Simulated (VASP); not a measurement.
# CsPbCl3 (R-3m) in VASP: notebook, part 2 of 2

VASP 6.6.1.

## 3. Single point, LDA

This run uses another cell than the first one, of the same volume but with other edges.

INCAR reads:

```
ALGO = Normal
EDIFF = 1E-6
ENCUT = 520
ISIF = 2
ISMEAR = 0
LASPH = T
LCHARG = F
LREAL = F
LWAVE = F
NBANDS = 30
NELM = 60
PREC = Accurate
SIGMA = 0.05
```

KPOINTS reads:

```
k-points
0
Gamma
  6 6 6
```

POSCAR reads:

```
CsPbCl3
1.0
    5.7594006807     -0.8860616432     -0.8860616432
   -0.8860616432      5.7594006807     -0.8860616432
   -0.8860616432     -0.8860616432      5.7594006807
Cs Pb Cl
1 1 3
Direct
    0.0000000000      0.0000000000      0.0000000000
    0.5000000000      0.5000000000      0.5000000000
    0.0000000000      0.5000000000      0.5000000000
    0.5000000000      0.0000000000      0.5000000000
    0.5000000000      0.5000000000      0.0000000000
```

Potentials or basis: VASP PAW LDA potentials, release 64 (Cs_sv, Pb_d, Cl).

On the command line:

```console
> cat potpaw_LDA.64/Cs_sv/POTCAR potpaw_LDA.64/Pb_d/POTCAR potpaw_LDA.64/Cl/POTCAR > POTCAR
> mpirun -np 1 vasp_std > vasp.out
```

OUTCAR:

```text
EDIFF = 1E-6
   ENCUT = 520
   ISIF = 2
   ISMEAR = 0
   LASPH = T
   LREAL = F
   NELM = 60
   PREC = Accurate

 ion  position               nearest neighbor table
   1  0.000  0.000  0.000-   2 3.45   2 3.45
   2  0.500  0.500  0.500-   3 2.95   4 2.95   5 2.95   5 2.95   4 2.95   3 2.95   1 3.45   1 3.45

   3  0.000  0.500  0.500-   2 2.95   2 2.95
   4  0.500  0.000  0.500-   2 2.95   2 2.95
   5  0.500  0.500  0.000-   2 2.95   2 2.95

  LATTYP: Found a trigonal (rhomboedric) cell.
 ALAT       =     5.8941417248
 COS(alpha) =    -0.2711864407

  Lattice vectors:

 A1 = (   5.7594006807,  -0.8860616432,  -0.8860616432)
 A2 = (  -0.8860616432,   5.7594006807,  -0.8860616432)
 A3 = (  -0.8860616432,  -0.8860616432,   5.7594006807)

Analysis of symmetry for initial positions (statically):
=====================================================================
 Subroutine PRICEL returns:
 Original cell was already a primitive cell.

 Routine SETGRP: Setting up the symmetry group for a
 trigonal (rhombohedral) supercell.

 Subroutine GETGRP returns: Found 12 space group operations
 (whereof 12 operations were pure point group operations)
 out of a pool of 12 trial point group operations.

The static configuration has the point symmetry D_3d.

Analysis of symmetry for dynamics (positions and initial velocities):
=====================================================================
 Subroutine PRICEL returns:
 Original cell was already a primitive cell.

 Routine SETGRP: Setting up the symmetry group for a
 trigonal (rhombohedral) supercell.

 Subroutine GETGRP returns: Found 12 space group operations
 (whereof 12 operations were pure point group operations)
 out of a pool of 12 trial point group operations.

The dynamic configuration has the point symmetry D_3d.

 Subroutine INISYM returns: Found 12 space group operations
 (whereof 12 operations are pure point group operations),
 and found     1 'primitive' translations

[... 121 lines left out ...]
  volume/ion in A,a.u.               =      35.22       237.66
  Fermi-wavevector in a.u.,A,eV,Ry     =   1.031138  1.948568 14.466333  1.063245
  Thomas-Fermi vector in A             =   2.165271
   LORBIT       =      0    0 simple, 1 ext, 2 COOP (PROOUT), +10 PAW based schemes
   GGA     = CA    functional components
   LHFCALC =     F    Hartree Fock is set to
   AEXX    =    0.0000 exact exchange contribution
   IVDW    =     0    specifies the selected vdW correction
   LEPSILON=     F    determine dielectric tensor
   LRPA    =     F    only Hartree local field effects (RPA)
 non-spin polarized calculation
 Gauss-broadening in eV      SIGMA  =   0.05
  energy-cutoff  :      520.00
  volume of cell :      176.09
 maximum number of plane-waves:      4761
 NGX is ok and might be reduce to    48

 number of electron      43.9999995 magnetization

 Free energy of the ion-electron system (eV)
  ---------------------------------------------------
  ext. energy  EPLUGINS =         0.00000000
  ---------------------------------------------------
  free energy    TOTEN  =       -18.15199043 eV

  energy without entropy =      -18.15199043  energy(sigma->0) =      -18.15199043

 E-fermi :   0.5656     XC(G=0):  -8.2492

 val. band max:        0.3078828374   @ k =   0.5000   0.5000   0.5000
 cond. band min:       1.2191545619   @ k =   0.5000   0.5000   0.5000
 fundamental gap:      0.9112717245
 Fermi energy:         0.5656279649

 k-point     1 :       0.0000    0.0000    0.0000
  band No.  band energies     occupation
      1     -20.0254      2.00000
      2     -16.0260      2.00000
      3     -15.9821      2.00000
      4     -15.9821      2.00000
      5     -15.8195      2.00000
      6     -15.8195      2.00000
[... 781 lines left out ...]
     29       7.4623      0.00000
     30       7.6984      0.00000

 [... further k-points ...]

------------------------ aborting loop because EDIFF is reached ----------------------------------------

  FORCE on cell =-STRESS in cart. coord.  units (eV):
  Direction    XX          YY          ZZ          XY          YZ          ZX
  --------------------------------------------------------------------------------------
  -------------------------------------------------------------------------------------
  Total       -2.4799353     -2.4799353     -2.4799353      3.0328327      3.0328327      3.0328327
  in kB      -22.5644148    -22.5644148    -22.5644148     27.5951135     27.5951135     27.5951135
  external PRESSURE =     -22.5644148 kB  Pullay stress =       0.0000000 kB

 VOLUME and BASIS-vectors are now :
 -----------------------------------------------------------------------------
  energy-cutoff  :      520.00
  volume of cell :      176.09
      direct lattice vectors                 reciprocal lattice vectors
     5.759400681 -0.886061643 -0.886061643     0.183918313  0.033439693  0.033439693
    -0.886061643  5.759400681 -0.886061643     0.033439693  0.183918313  0.033439693
    -0.886061643 -0.886061643  5.759400681     0.033439693  0.033439693  0.183918313

 POSITION                                       TOTAL-FORCE (eV/Angst)
 -----------------------------------------------------------------------------------
      0.00000      0.00000      0.00000         0.000000      0.000000      0.000000
      1.99364      1.99364      1.99364        -0.000000     -0.000000     -0.000000
     -0.88606      2.43667      2.43667         0.000000      0.000000      0.000000
      2.43667     -0.88606      2.43667         0.000000      0.000000      0.000000
      2.43667      2.43667     -0.88606         0.000000      0.000000      0.000000
 -----------------------------------------------------------------------------------
    total drift:                                0.000000     -0.000000     -0.000000

  FREE ENERGIE OF THE ION-ELECTRON SYSTEM (eV)
  ---------------------------------------------------
  free  energy   TOTEN  =       -18.1519904279 eV

  energy  without entropy=      -18.1519904279  energy(sigma->0) =      -18.15199043
```

OSZICAR:

```text
N       E                     dE             d eps       ncg     rms          rms(c)
DAV:   1     0.407273526092E+03    0.40727E+03   -0.19289E+04  1920   0.134E+03
DAV:   2     0.347139895468E+02   -0.37256E+03   -0.35049E+03  2224   0.314E+02
DAV:   3    -0.174227991187E+02   -0.52137E+02   -0.51206E+02  2428   0.125E+02
DAV:   4    -0.193776592521E+02   -0.19549E+01   -0.19495E+01  2348   0.299E+01
DAV:   5    -0.194500696819E+02   -0.72410E-01   -0.72391E-01  2506   0.555E+00    0.476E+00
DAV:   6    -0.182955880642E+02    0.11545E+01   -0.19427E+00  3128   0.171E+01    0.315E+00
DAV:   7    -0.181711810166E+02    0.12441E+00   -0.63025E-01  2826   0.429E+00    0.164E+00
DAV:   8    -0.181559226687E+02    0.15258E-01   -0.96914E-02  2310   0.197E+00    0.262E-01
DAV:   9    -0.181519532864E+02    0.39694E-02   -0.20102E-02  2994   0.945E-01    0.168E-01
DAV:  10    -0.181519562131E+02   -0.29267E-05   -0.22542E-03  2602   0.314E-01    0.474E-02
DAV:  11    -0.181519881494E+02   -0.31936E-04   -0.21420E-04  2362   0.909E-02    0.103E-02
DAV:  12    -0.181519916963E+02   -0.35469E-05   -0.32855E-05  2752   0.274E-02    0.936E-03
DAV:  13    -0.181519904285E+02    0.12678E-05   -0.43970E-06  2140   0.158E-02    0.385E-03
DAV:  14    -0.181519904279E+02    0.54160E-09   -0.89184E-07  1472   0.498E-03
   1 F= -.18151990E+02 E0= -.18151990E+02  d E =-.376206E-15
```

It took 4.4 min on 1 thread of Oxide Virtual Turin-like, shared host; peak memory 0.32 GiB.

What came out:

```
Free energy            : -18.1520 eV
Pressure               : -2.3 GPa
Band gap on the k mesh : 0.91 eV, direct
```

Stress tensor (GPa, compression positive):
```
-2.26  2.76  2.76
 2.76 -2.26  2.76
 2.76  2.76 -2.26
```

Levels at points of the mesh, in eV from the valence-band top:
| k point | band 19 | band 20 | band 21 | band 22 | band 23 | band 24 | band 25 | band 26 |
| --- | --- | --- | --- | --- | --- | --- | --- | --- |
| (0.00, 0.00, 0.00) | -1.47 | -0.61 | -0.27 | -0.27 | 4.30 | 4.49 | 4.85 | 4.85 |
| (0.50, 0.00, 0.00) | -1.14 | -1.14 | -0.88 | -0.41 | 1.95 | 4.56 | 5.24 | 5.84 |
| (0.50, 0.50, 0.00) | -1.25 | -1.20 | -0.45 | -0.32 | 2.68 | 2.95 | 5.17 | 6.09 |
| (0.50, 0.50, 0.50) | -0.35 | -0.35 | -0.24 | 0.00 | 0.91 | 2.54 | 2.54 | 6.60 |

Caveat: spin-orbit coupling is left out, which moves the levels of the heavy elements. A k mesh can miss the band edges.
